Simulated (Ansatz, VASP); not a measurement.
One calculation of C, two programs

Contents of POSCAR:

```
C
1.0
   -2.4655455167      2.4655455167      2.5019821499
    2.4655455167     -2.4655455167      2.5019821499
    2.4655455167      2.4655455167     -2.5019821499
C
8
Direct
    0.3254551632      0.0000000000      0.0000000000
    0.6745448368      0.6745448368      0.6745448368
    0.0000000000      0.3254551632      0.0000000000
    0.0000000000      0.0000000000      0.3254551632
    0.0000000000      0.6745448368      0.0000000000
    0.3254551632      0.3254551632      0.3254551632
    0.6745448368      0.0000000000      0.0000000000
    0.0000000000      0.0000000000      0.6745448368
```

File INCAR.step1:

```
ALGO = Normal
EDIFF = 1E-4
ENCUT = 520
GGA = PE
ISMEAR = 0
LASPH = True
LCHARG = False
LREAL = False
LWAVE = True
NBANDS = 26
NELM = 100
PREC = Accurate
SIGMA = 0.05
```

Contents of INCAR.step2:

```
ALGO = Normal
EDIFF = 1E-6
ENCUT = 520
ISIF = 2
ISMEAR = 0
ISTART = 1
LASPH = True
LCHARG = False
LMIXTAU = True
LREAL = False
LWAVE = False
METAGGA = R2SCAN
NBANDS = 26
NELM = 100
PREC = Accurate
SIGMA = 0.05
```

Contents of KPOINTS:

```
k-points
0
Gamma
  8 8 8
```

Input for Ansatz:

```yaml
crystal:
  lattice:
    - [-2.4655455167, 2.4655455167, 2.5019821499]
    - [2.4655455167, -2.4655455167, 2.5019821499]
    - [2.4655455167, 2.4655455167, -2.5019821499]
  atoms:
    - { symbol: C, position: [0.3254551632, 0.0, 0.0] }
    - { symbol: C, position: [0.6745448368, 0.6745448368, 0.6745448368] }
    - { symbol: C, position: [0.0, 0.3254551632, 0.0] }
    - { symbol: C, position: [0.0, 0.0, 0.3254551632] }
    - { symbol: C, position: [0.0, 0.6745448368, 0.0] }
    - { symbol: C, position: [0.3254551632, 0.3254551632, 0.3254551632] }
    - { symbol: C, position: [0.6745448368, 0.0, 0.0] }
    - { symbol: C, position: [0.0, 0.0, 0.6745448368] }
basis:
  ecutwfc: 500
kpoints:
  mp_grid: { grid: [8, 8, 8] }
hamiltonian:
  xc: r2scan
scf:
  occupations: { method: gaussian, width: 0.05 }
output:
  forces: true
  stress: true
  eigenvalues: true
```

Change from the starting cell: strain +0.015 along x and y, +0.030 along z, atoms carried along.

Alike in both runs: task single point; functional r2SCAN; k mesh 8 × 8 × 8; occupations gaussian, width 0.05 eV; no spin polarisation.

```csv
,VASP,Ansatz
version,VASP 6.6.1,Ansatz 0.2.0
potentials or method,"VASP PAW PBE potentials, release 64 (C), cutoff 520 eV","scalar-relativistic, plane waves, PAW"
valence electrons in the cell,32,32
```

|  | VASP | Ansatz | Ansatz less VASP |
| --- | --- | --- | --- |
| gap on the k mesh at the Fermi level (eV) | 2.96 | 2.98 | +0.013 |
| least direct gap on the mesh (eV) | 3.85 | 3.88 | +0.026 |
| pressure (GPa) | -16.7 | -17.4 | -0.71 |
| traceless stress, the component that is largest in VASP (GPa) | -4.72 | -4.66 | +0.052 |
| rms of the force components (eV/Å) | 0.188 | 0.199 | +0.0117 |

VASP's potentials were made for PBE, not for r2SCAN. Atom by atom the forces differ by 0.018 eV/Å (rms over components).
